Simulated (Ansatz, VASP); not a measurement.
# One calculation of CsRe2, two programs

INCAR

```
ALGO = Normal
EDIFF = 1E-7
EDIFFG = -0.01
ENCUT = 560
GGA = PE
GGA_COMPAT = False
IBRION = 2
ISIF = 3
ISMEAR = 0
LASPH = True
LCHARG = False
LREAL = False
LWAVE = False
NELM = 120
NELMIN = 4
NSW = 100
PREC = Accurate
SIGMA = 0.1
```

Contents of KPOINTS:

```
k-points
0
Gamma
  14 14 14
```

File POSCAR:

```
CsRe2
1.0
    0.0000000000      3.1156022178      3.1156022178
    3.1156022178      0.0000000000      3.1156022178
    3.1156022178      3.1156022178      0.0000000000
Cs Re
1 2
Direct
    0.0000000000      0.0000000000      0.0000000000
    0.2500000000      0.2500000000      0.2500000000
    0.7500000000      0.7500000000      0.7500000000
```

Input for Ansatz:

```yaml
crystal:
  lattice:
    - [0.0, 3.1156022178, 3.1156022178]
    - [3.1156022178, 0.0, 3.1156022178]
    - [3.1156022178, 3.1156022178, 0.0]
  atoms:
    - { symbol: Cs, position: [0.0, 0.0, 0.0] }
    - { symbol: Re, position: [0.25, 0.25, 0.25] }
    - { symbol: Re, position: [0.75, 0.75, 0.75] }
basis:
  ecutwfc: 420
kpoints:
  mp_grid: { grid: [14, 14, 14] }
hamiltonian:
  xc: pbe
scf:
  occupations: { method: gaussian, width: 0.1 }
output:
  forces: true
  stress: true
  eigenvalues: true
relax:
  adjacent_minimum: "off"
  f_tol: 0.01
  max_steps: 80
  cell: { stress_tol: 0.05 }
```

Alike in both runs: task relaxation of cell and atoms; functional PBE; k mesh 14 × 14 × 14; occupations gaussian, width 0.1 eV; no spin polarisation.

|  | VASP | Ansatz |
| --- | --- | --- |
| version | VASP 6.6.1 | Ansatz 0.2.0 |
| potentials or method | VASP PAW PBE potentials, release 64 (Cs_sv, Re_sv_GW), cutoff 560 eV | scalar-relativistic, plane waves, PAW |
| valence electrons in the cell | 39 | 39 |

```tsv
	VASP	Ansatz	Ansatz less VASP
gap on the k mesh at the Fermi level, each at its own relaxed structure (eV)	none	none	-
relaxed volume (Å³/atom)	20.87	20.16	-0.710
relaxed length of the cell vector where the two differ most in proportion (Å)	4.457	4.406	-0.0511
```

A gap of «none» marks a metal or a gap that the smearing closes.

Spin-orbit coupling is off throughout.
